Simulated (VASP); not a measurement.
The system is Si5Sn.

```xyz
6
Lattice="5.0944 0.0000 0.0000 -2.5472 4.4119 0.0000 0.0000 0.0000 4.6596" Properties=species:S:1:pos:R:3 pbc="T T T"
Si    1.2736    2.2059    0.0000
Si    0.0000    2.9412    2.3298
Si   -1.2736    2.2059    0.0000
Si    2.5472    0.0000    0.0000
Si    2.5472    1.4706    2.3298
Sn    0.0000    0.0000    2.3298
```

The cell was built from a structure type or drawn by symmetry, and may not be a known phase.

* Program: VASP 6.6.1
* Task: relaxation of cell and atoms
* Functional: PBE
* Potentials or basis: VASP PAW PBE potentials, release 64 (Si, Sn_d)
* Cutoff: 600 eV
* k mesh: 12 × 12 × 8
* Occupations: gaussian, width 0.1 eV
* Spin: no spin polarisation

At the start: pressure 0.5 GPa; volume 17.45 Å³/atom.

**Question.** How do energy, volume and symmetry change on relaxing?

**Answer.** Over 18 steps the energy falls by 26.3 meV/atom and the volume is 17.39 Å³/atom (-0.4 %); space group P6/mmm (No. 191, to 0.1 Å) before and after.

Step by step:
```tsv
step	energy change (eV)	largest force (eV/Å)	pressure (GPa)	volume (Å³)
1	0.0000	0.0000	0.55	104.73
2	-0.0157	0.0000	-0.26	105.63
3	-0.0475	0.0000	-2.27	108.28
4	0.0114	0.0000	-5.03	113.37
5	-0.0559	0.0000	-2.77	109.06
6	-0.0585	0.0000	-4.10	111.24
7	-0.0625	0.0000	-3.31	109.91
8	-0.0661	0.0000	-3.35	109.96
9	-0.0754	0.0000	-3.48	110.12
10	-0.0845	0.0000	-3.68	110.41
11	-0.0934	0.0000	-3.45	110.03
12	-0.1166	0.0000	-2.85	108.86
13	-0.1466	0.0000	-1.47	106.56
14	-0.1361	0.0000	1.70	102.06
15	-0.1539	0.0000	-0.28	104.77
16	-0.1555	0.0000	-0.20	104.68
17	-0.1580	0.0000	-0.01	104.38
18	-0.1581	0.0000	0.04	104.31
```

Final structure:
```yaml
crystal:
  lattice:
    - [5.27416, 0.00000, 0.00000]
    - [-2.63708, 4.56756, 0.00000]
    - [0.00000, 0.00000, 4.33010]
  atoms:
    - { symbol: Si, position: [0.50000, 0.50000, 0.00000] }
    - { symbol: Si, position: [0.33333, 0.66667, 0.50000] }
    - { symbol: Si, position: [0.00000, 0.50000, 0.00000] }
    - { symbol: Si, position: [0.50000, 0.00000, 0.00000] }
    - { symbol: Si, position: [0.66667, 0.33333, 0.50000] }
    - { symbol: Sn, position: [0.00000, 0.00000, 0.50000] }
```
